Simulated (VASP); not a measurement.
**Y: single point with r2SCAN**

Y:

```
Y
1.0
     0.00000    2.44406    2.44406
     2.44406    0.00000    2.44406
     2.44406    2.44406    0.00000
Y
1
Direct
  0.00000 0.00000 0.00000
```

This isn't the form of Y at room conditions, which is hcp.

| Quantity | Value |
| --- | --- |
| Program | VASP 6.6.1 |
| Task | single point |
| Functional | r2SCAN |
| Potentials or basis | VASP PAW PBE potentials, release 64 (Y_sv) |
| Cutoff | 520 eV |
| k mesh | 14 × 14 × 14 |
| Occupations | gaussian, width 0.1 eV |
| Spin | no spin polarisation |
| Dipole correction | no |
| Further INCAR settings | ALGO = Normal; EDIFF = 1e-06; NBANDS = 12 |

| Item | Value |
| --- | --- |
| Pressure | 6.0 GPa |
| Band gap on the k mesh | zero (an odd number of electrons rules out a gap without spin polarisation) |

Levels at points of the mesh, in eV from the Fermi level:
```
           k point  band 2  band 3  band 4  band 5  band 6  band 7  band 8  band 9
(0.00, 0.00, 0.00)  -22.86  -22.86  -22.86   -5.13    2.16    2.16    2.16    4.58
(0.50, 0.00, 0.00)  -23.71  -22.96  -22.96   -2.15    0.81    1.93    1.93    6.26
(0.50, 0.50, 0.00)  -23.65  -23.15  -23.15   -2.10   -1.08    2.58    6.30    6.73
```

It took 5.3 min on 1 thread of Intel Xeon 8259CL, on a shared host, peak memory 0.21 GiB.

Caveat: the cell stands under pressure; the PAW data sets were made with another functional, which shifts forces and pressure a little.
